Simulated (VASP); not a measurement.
# WS2 in VASP: a series of runs, part 2 of 2

VASP 6.6.1. The steps go on from the part before.

### 3 Single point, PBEsol

INCAR reads:

```
PREC = Accurate
ENCUT = 520
EDIFF = 1E-7
ISMEAR = -1
SIGMA = 0.1
LREAL = False
LASPH = True
NELM = 100
ALGO = Normal
ISIF = 2
LWAVE = False
LCHARG = False
GGA = PS
NBANDS = 35
```

KPOINTS reads:

```
regular mesh
0
Gamma
  9 9 2
```

POSCAR reads:

```
WS2
1.0
    3.1832090000      0.0000000000      0.0000000000
   -1.5916040000      2.7567390000      0.0000000000
    0.0000000000      0.0000000000     23.6687630000
W S
2 4
Direct
    0.3333333333      0.6666666667      0.6373180000
    0.6666666667      0.3333333333      0.3626820000
    0.3333333333      0.6666666667      0.2968160000
    0.6666666667      0.3333333333      0.5714420000
    0.3333333333      0.6666666667      0.4285580000
    0.6666666667      0.3333333333      0.7031840000
```

Potentials or basis: VASP PAW PBE potentials, release 64 (W_sv, S).

The run is started by

```sh
$ cat potpaw_PBE.64/W_sv/POTCAR potpaw_PBE.64/S/POTCAR > POTCAR
$ mpirun -np 1 vasp_std > vasp.out
```

OUTCAR:

```text
PREC = Accurate
   ENCUT = 520
   EDIFF = 1E-7
   ISMEAR = -1
   LREAL = False
   LASPH = True
   NELM = 100
   ISIF = 2
   GGA = PS

 ion  position               nearest neighbor table
   1  0.333  0.667  0.637-   6 2.41   6 2.41   6 2.41   4 2.41   4 2.41   4 2.41
   2  0.667  0.333  0.363-   3 2.41   3 2.41   3 2.41   5 2.41   5 2.41   5 2.41
   3  0.333  0.667  0.297-   2 2.41   2 2.41   2 2.41
   4  0.667  0.333  0.571-   1 2.41   1 2.41   1 2.41
   5  0.333  0.667  0.429-   2 2.41   2 2.41   2 2.41
   6  0.667  0.333  0.703-   1 2.41   1 2.41   1 2.41

  LATTYP: Found a hexagonal cell.
 ALAT       =     3.1832090000
 C/A-ratio  =     7.4355039207

  Lattice vectors:

 A1 = (   3.1832090000,   0.0000000000,   0.0000000000)
 A2 = (  -1.5916040000,   2.7567390000,   0.0000000000)
 A3 = (   0.0000000000,   0.0000000000,  23.6687630000)

Analysis of symmetry for initial positions (statically):
=====================================================================
 Subroutine PRICEL returns:
 Original cell was already a primitive cell.

 Routine SETGRP: Setting up the symmetry group for a
 hexagonal supercell.

 Subroutine GETGRP returns: Found 12 space group operations
 (whereof 12 operations were pure point group operations)
 out of a pool of 24 trial point group operations.

The static configuration has the point symmetry D_3d.

Analysis of symmetry for dynamics (positions and initial velocities):
=====================================================================
 Subroutine PRICEL returns:
 Original cell was already a primitive cell.

 Routine SETGRP: Setting up the symmetry group for a
 hexagonal supercell.

[... 127 lines left out ...]
   EFERMI_NEDOS =   21; number of points for ismear=-14 and -15
   IALGO  =     38    algorithm
   IMIX   =      4    mixing-type and parameters
     AMIX     =   0.40;   BMIX     =  1.00
     AMIX_MAG =   1.60;   BMIX_MAG =  1.00
  volume/ion in A,a.u.               =      34.62       233.60
  Fermi-wavevector in a.u.,A,eV,Ry     =   1.031804  1.949827 14.485024  1.064619
  Thomas-Fermi vector in A             =   2.165970
   LORBIT       =      0    0 simple, 1 ext, 2 COOP (PROOUT), +10 PAW based schemes
   GGA     = PS    functional components
   LHFCALC =     F    Hartree Fock is set to
   AEXX    =    0.0000 exact exchange contribution
   IVDW    =     0    specifies the selected vdW correction
   LEPSILON=     F    determine dielectric tensor
   LRPA    =     F    only Hartree local field effects (RPA)
 non-spin polarized calculation
  energy-cutoff  :      520.00
  volume of cell :      207.70
 maximum number of plane-waves:      5640
 NGX is ok and might be reduce to    24
   NGX = 11   NGY = 11   NGZ = 89

 number of electron      52.0000001 magnetization

 Free energy of the ion-electron system (eV)
  ---------------------------------------------------
  ext. energy  EPLUGINS =         0.00000000
  ---------------------------------------------------
  free energy    TOTEN  =       -50.49618423 eV

  energy without entropy =      -50.49607921  energy(sigma->0) =      -50.49613172

 E-fermi :   1.6384     XC(G=0):  -6.1821

 val. band max:        0.9703816570   @ k =   0.0000   0.0000   0.0000
 cond. band min:       2.4337869040   @ k =   0.3333   0.3333   0.0000
 fundamental gap:      1.4634052470
 Fermi energy:         1.6383993993

 k-point     1 :       0.0000    0.0000    0.0000
  band No.  band energies     occupation
      1     -73.3032      2.00000
      2     -73.3031      2.00000
      3     -37.5497      2.00000
      4     -37.5497      2.00000
      5     -37.3966      2.00000
      6     -37.3966      2.00000
[... 901 lines left out ...]
     34       6.1823      0.00000
     35       7.3948      0.00000

------------------------ aborting loop because EDIFF is reached ----------------------------------------

  FORCE on cell =-STRESS in cart. coord.  units (eV):
  Direction    XX          YY          ZZ          XY          YZ          ZX
  --------------------------------------------------------------------------------------
  -------------------------------------------------------------------------------------
  Total       -2.4847051     -2.4847035     -0.6721066     -0.0000005     -0.0000000     -0.0000000
  in kB      -19.1667758    -19.1667639     -5.1845658     -0.0000035     -0.0000000     -0.0000000
  external PRESSURE =     -14.5060352 kB  Pullay stress =       0.0000000 kB

 VOLUME and BASIS-vectors are now :
 -----------------------------------------------------------------------------
  energy-cutoff  :      520.00
  volume of cell :      207.70
      direct lattice vectors                 reciprocal lattice vectors
     3.183209000  0.000000000  0.000000000     0.314148396  0.181373660  0.000000000
    -1.591604000  2.756739000  0.000000000     0.000000000  0.362747435  0.000000000
     0.000000000  0.000000000 23.668763000     0.000000000  0.000000000  0.042249779

 POSITION                                       TOTAL-FORCE (eV/Angst)
 -----------------------------------------------------------------------------------
      0.00000      1.83783     15.08453        -0.000000      0.000000      0.006962
      1.59160      0.91891      8.58423        -0.000000     -0.000000     -0.006962
      0.00000      1.83783      7.02527        -0.000000      0.000000      0.092569
      1.59160      0.91891     13.52533         0.000000      0.000000      0.067888
      0.00000      1.83783     10.14344         0.000000      0.000000     -0.067888
      1.59160      0.91891     16.64350         0.000000     -0.000000     -0.092569
 -----------------------------------------------------------------------------------
    total drift:                               -0.000000     -0.000000     -0.000000

  FREE ENERGIE OF THE ION-ELECTRON SYSTEM (eV)
  ---------------------------------------------------
  free  energy   TOTEN  =       -50.4961842324 eV

  energy  without entropy=      -50.4960792148  energy(sigma->0) =      -50.49613172
```

stdout:

```text
POSCAR found type information on POSCAR W S
 POSCAR found :  2 types and       6 ions
 scaLAPACK will be used
 -----------------------------------------------------------------------------
|                                                                             |
|                                                                             |
|     You enforced a specific xc type in the INCAR file but a different       |
|     I HOPE YOU KNOW WHAT YOU ARE DOING!                                     |
|                                                                             |
 -----------------------------------------------------------------------------

 LDA part: xc-table for (Slater+PW92), standard interpolation
 POSCAR, INCAR and KPOINTS ok, starting setup
 FFT: planning ... GRIDC
 FFT: planning ... GRID_SOFT
 FFT: planning ... GRID
 WAVECAR not read
 entering main loop
```

Wall time 10 min (1 thread of AMD EPYC 7R43 (Zen 3), shared host); peak memory 0.35 GiB.

Results:

| Property | Result |
| --- | --- |
| Free energy | -50.4962 eV |
| Largest force | 0.093 eV/Å |
| Band gap on the k mesh | 1.46 eV (least direct gap 1.76 eV) |

Forces in eV/Å, atoms in the order of the input:
```
W    0.000  0.000  0.007
W    0.000  0.000 -0.007
S    0.000  0.000  0.093
S    0.000  0.000  0.068
S    0.000  0.000 -0.068
S    0.000  0.000 -0.093
```

Caveat: the PAW data sets were made with another functional, which shifts forces and pressure a little; spin-orbit coupling is left out, which moves the levels of the heavy elements.
